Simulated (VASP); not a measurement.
A run of VASP 6.6.1:

The input INCAR:

```
SYSTEM = SnO2
PREC = Accurate
ENCUT = 520
EDIFF = 1E-6
ISMEAR = 0
SIGMA = 0.02
LREAL = .FALSE.
LASPH = .TRUE.
NELM = 60
ALGO = Normal
ISIF = 2
LWAVE = .FALSE.
LCHARG = .FALSE.
GGA = PS
NBANDS = 35
```

Contents of KPOINTS:

```
regular mesh
0
G
  6 6 8
  0 0 0
```

The input POSCAR:

```
SnO2
1.0
    4.7011651683      0.0000000000      0.0000000000
    0.0000000000      4.7012317541      0.0000000000
    0.0000000000      0.0000000000      3.3404583135
Sn O
2 4
Direct
    0.5000000000      0.5000000000      0.5000000000
    0.0000000000      0.0000000000      0.0000000000
    0.3074731310      0.3074904391      0.0000000000
    0.8074731310      0.1925095609      0.5000000000
    0.1925268690      0.8074904391      0.5000000000
    0.6925268690      0.6925095609      0.0000000000
```

Potentials or basis: VASP PAW PBE potentials, release 64 (Sn_d, O).

Command:

```sh
$ cat potpaw_PBE.64/Sn_d/POTCAR potpaw_PBE.64/O/POTCAR > POTCAR
$ mpirun -np 1 vasp_std > vasp.out
```

Hardware: 1 thread of Intel Xeon 8259CL, on a shared host.

Problem. How long does it take, and how much memory?

Solution. It took 4.9 min on 1 thread of Intel Xeon 8259CL (shared host), peak memory 0.29 GiB. Counts: scf iterations 14, k points 80.
